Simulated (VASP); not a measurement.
NaF:

```
CELL_PARAMETERS angstrom
3.91428 0.00000 0.00000
0.00000 3.91428 0.00000
0.00000 0.00000 5.53563
ATOMIC_POSITIONS crystal
Na 0.00000 0.50000 0.00000
Na 0.50000 0.00000 0.50000
F 0.50000 0.50000 0.25000
F 0.50000 0.50000 0.75000
```

This cell differs from its parent crystal: atoms taken out.

- Program: VASP 6.6.1
- Task: relaxation of cell and atoms
- Functional: PBE
- Potentials or basis: VASP PAW PBE potentials, release 64 (Na_pv, F)
- Cutoff: 600 eV
- k mesh: 6 × 6 × 4
- Occupations: gaussian, width 0.02 eV
- Spin: no spin polarisation

At the start: pressure -3.4 GPa; volume 21.20 Å³/atom.

Q: How do energy, volume and symmetry change on relaxing?

A: Over 10 steps the energy falls by 149.3 meV/atom and the volume is 16.72 Å³/atom (-21.1 %); space group P4_2/mmc (No. 131, to 0.1 Å) before and after.

The path:
```tsv
step	energy change (eV)	largest force (eV/Å)	pressure (GPa)	volume (Å³)
1	0.0000	0.0000	-3.43	84.81
2	-0.2457	0.0000	-2.73	79.29
3	-0.5045	0.0000	-0.80	70.92
4	-0.3299	0.0000	8.37	55.04
5	-0.5684	0.0000	1.38	65.36
6	-0.5686	0.0000	1.64	64.76
7	-0.5956	0.0000	0.29	66.47
8	-0.5972	0.0000	-0.08	67.02
9	-0.5972	0.0000	-0.06	66.98
10	-0.5972	0.0000	-0.02	66.89
```

Final structure:
```yaml
crystal:
  lattice:
    - [3.32961, 0.00000, 0.00000]
    - [0.00000, 3.32961, 0.00000]
    - [0.00000, 0.00000, 6.03363]
  atoms:
    - { symbol: Na, position: [0.00000, 0.50000, 0.00000] }
    - { symbol: Na, position: [0.50000, 0.00000, 0.50000] }
    - { symbol: F, position: [0.50000, 0.50000, 0.25000] }
    - { symbol: F, position: [0.50000, 0.50000, 0.75000] }
```

Caveat: the cell differs from its parent crystal (atoms taken out); the volume moved by over 15 % at a fixed basis, so the end points are rough.
